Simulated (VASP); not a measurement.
A run of VASP 6.6.1 is set up as follows.

The input POSCAR:

```
WC
1.0
    0.0000000000      2.1926840000      2.1926840000
    2.1926840000      0.0000000000      2.1926840000
    2.1926840000      2.1926840000      0.0000000000
W C
1 1
Direct
    0.0000000000      0.0000000000      0.0000000000
    0.3631813795      0.3631813795      0.5400732461
```

Contents of INCAR.step1:

```
SYSTEM = WC
PREC = Accurate ; ENCUT = 520
ISMEAR = 0 ; SIGMA = 0.15
LREAL = .False. ; LASPH = .True.
NELM = 100 ; NBANDS = 16
GGA = PE ; ALGO = Normal
EDIFF = 1E-4 ; LWAVE = .True.
LCHARG = .False.
```

File INCAR.step2:

```
SYSTEM = WC
PREC = Accurate ; ENCUT = 520
EDIFF = 1E-6 ; ISMEAR = 0
SIGMA = 0.15 ; LREAL = .False.
LASPH = .True. ; NELM = 100
ALGO = Normal ; ISIF = 2
LWAVE = .False. ; LCHARG = .False.
METAGGA = R2SCAN ; LMIXTAU = .True.
NBANDS = 16 ; ISTART = 1
```

The input KPOINTS:

```
regular mesh
0
Gamma
  18 18 18
  0 0 0
```

Potentials or basis: VASP PAW PBE potentials, release 64 (W_sv, C).

The run is started by

```console
$ cat potpaw_PBE.64/W_sv/POTCAR potpaw_PBE.64/C/POTCAR > POTCAR
$ cp INCAR.step1 INCAR
$ mpirun -np 1 vasp_std > vasp.out
$ cp INCAR.step2 INCAR
$ mpirun -np 1 vasp_std > vasp.out
```

(1) What does it give for the band gap on the k mesh?

(2) Predict the pressure.

(3) Predict the largest force.

Results:

(1) zero (bands 9 and 10 overlap by 4.08 eV).

(2) 75.9 GPa.

(3) 15.152 eV/Å.

Caveat: the cell differs from its parent crystal (atom 2 (C) moved by (-0.300, -0.600) A along [1 1 0] and z); the cell stands under pressure; the PAW data sets were made with another functional, which shifts forces and pressure a little; spin-orbit coupling is left out, which moves the levels of the heavy elements.
